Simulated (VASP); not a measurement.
# CsB3H2 (R-3m) in VASP: a series of runs, part 2 of 2

VASP 6.6.1. Earlier steps stand in the parts before.

### Step 3. Single point, PBE

This run uses another cell than the first one, of 13.30 Å³/atom.

The input, INCAR:

```
PREC = Accurate ; ENCUT = 520
EDIFF = 1E-6 ; ISMEAR = 0
SIGMA = 0.1 ; LREAL = False
LASPH = True ; NELM = 100
ALGO = Normal ; ISIF = 2
LWAVE = False ; LCHARG = False
GGA = PE ; NBANDS = 19
```

The input, KPOINTS:

```
regular mesh
0
Gamma
  12 12 12
```

The input, POSCAR:

```
CsB3H2
1.0
    2.8601670317      1.6513182057      2.8166930795
   -2.8601670317      1.6513182057      2.8166930795
    0.0000000000     -3.3026364114      2.8166930794
Cs B H
1 3 2
Direct
    0.5000000000      0.5000000000      0.5000000000
    0.0000000000      0.5000000000      0.0000000000
    0.5000000000      0.0000000000      0.0000000000
    0.0000000000      0.0000000000      0.5000000000
    0.8270429474      0.8270429474      0.8270429474
    0.1729570526      0.1729570526      0.1729570526
```

Potentials or basis: VASP PAW PBE potentials, release 64 (Cs_sv, B, H).

Run with:

```
cat potpaw_PBE.64/Cs_sv/POTCAR potpaw_PBE.64/B/POTCAR potpaw_PBE.64/H/POTCAR > POTCAR
mpirun -np 1 vasp_std > vasp.out
```

OUTCAR:

```text
PREC = Accurate
   ENCUT = 520
   EDIFF = 1E-6
   ISMEAR = 0
   LREAL = False
   LASPH = True
   NELM = 100
   ISIF = 2
   GGA = PE

 ion  position               nearest neighbor table
   1  0.500  0.500  0.500-
   2  0.000  0.500  0.000-
   3  0.500  0.000  0.000-
   4  0.000  0.000  0.500-
   5  0.827  0.827  0.827-
   6  0.173  0.173  0.173-

  LATTYP: Found a trigonal (rhomboedric) cell.
[... 732 lines left out ...]
  --------------------------------------------------------------------------------------
  -------------------------------------------------------------------------------------
  Total        0.0603540      0.0603540      0.0765164      0.0000000      0.0000000      0.0000000
  in kB        1.2114441      1.2114441      1.5358618      0.0000000      0.0000000      0.0000000
  external PRESSURE =       1.3195833 kB  Pullay stress =       0.0000000 kB

 VOLUME and BASIS-vectors are now :
 -----------------------------------------------------------------------------
  energy-cutoff  :      520.00
  volume of cell :       79.82
      direct lattice vectors                 reciprocal lattice vectors
     2.860167032  1.651318206  2.816693079     0.174814965  0.100929467  0.118342086
    -2.860167032  1.651318206  2.816693079    -0.174814965  0.100929467  0.118342086
     0.000000000 -3.302636411  2.816693079     0.000000000 -0.201858934  0.118342086

 POSITION                                       TOTAL-FORCE (eV/Angst)
 -----------------------------------------------------------------------------------
      0.00000      0.00000      4.22504         0.000000      0.000000      0.000000
     -1.43008      0.82566      1.40835        -0.000000      0.000000      0.000000
      1.43008      0.82566      1.40835        -0.000000      0.000000      0.000000
      0.00000     -1.65132      1.40835        -0.000000      0.000000      0.000000
      0.00000      0.00000      6.98858        -0.000000     -0.000000      0.003513
      0.00000      0.00000      1.46150        -0.000000     -0.000000     -0.003513
 -----------------------------------------------------------------------------------
    total drift:                               -0.000000      0.000000     -0.000000

  FREE ENERGIE OF THE ION-ELECTRON SYSTEM (eV)
  ---------------------------------------------------
  free  energy   TOTEN  =       -15.5626075666 eV

  energy  without entropy=      -15.5503020823  energy(sigma->0) =      -15.55645482
```

OSZICAR:

```text
N       E                     dE             d eps       ncg     rms          rms(c)
DAV:   1     0.682234217750E+02    0.68223E+02   -0.84326E+03  7182   0.901E+02
DAV:   2    -0.105980461075E+02   -0.78821E+02   -0.75183E+02  9947   0.154E+02
DAV:   3    -0.158849342141E+02   -0.52869E+01   -0.52269E+01  8705   0.387E+01
DAV:   4    -0.159331747157E+02   -0.48241E-01   -0.48189E-01  9021   0.406E+00
DAV:   5    -0.159334139105E+02   -0.23919E-03   -0.23917E-03  8434   0.292E-01    0.269E+00
DAV:   6    -0.156047352990E+02    0.32868E+00   -0.38572E-01  8279   0.362E+00    0.126E+00
DAV:   7    -0.155592027241E+02    0.45533E-01   -0.34349E-01  8361   0.301E+00    0.371E-01
DAV:   8    -0.155628433027E+02   -0.36406E-02   -0.47082E-02  8007   0.122E+00    0.162E-01
DAV:   9    -0.155625732501E+02    0.27005E-03   -0.39455E-03  8273   0.375E-01    0.350E-02
DAV:  10    -0.155626379919E+02   -0.64742E-04   -0.53429E-04  8552   0.117E-01    0.342E-02
DAV:  11    -0.155626090691E+02    0.28923E-04   -0.17113E-04  8351   0.770E-02    0.916E-03
DAV:  12    -0.155626090061E+02    0.63003E-07   -0.25366E-05  8133   0.270E-02    0.544E-03
DAV:  13    -0.155626075862E+02    0.14198E-05   -0.23605E-06  6447   0.864E-03    0.198E-03
DAV:  14    -0.155626075666E+02    0.19626E-07   -0.60871E-07  4587   0.433E-03
   1 F= -.15562608E+02 E0= -.15556455E+02  d E =-.123055E-01
```

Run time: 3.5 min. Hardware: 1 thread of Intel Xeon Platinum 8375C at 2.90GHz (Ice Lake), shared host; peak memory 0.37 GiB.

Results:

```yaml
Free_energy: -15.5626 eV
Pressure: 0.1 GPa
Largest_force: 0.004 eV/Å
Band_gap_on_the_k_mesh: zero (bands 10 and 11 overlap by 1.39 eV)
```

Forces on the atoms (eV/Å):
```
Cs   0.000  0.000  0.000
B    0.000  0.000  0.000
B    0.000  0.000  0.000
B    0.000  0.000  0.000
H    0.000  0.000  0.004
H    0.000  0.000 -0.004
```

Caveat: spin-orbit coupling is left out, which moves the levels of the heavy elements.
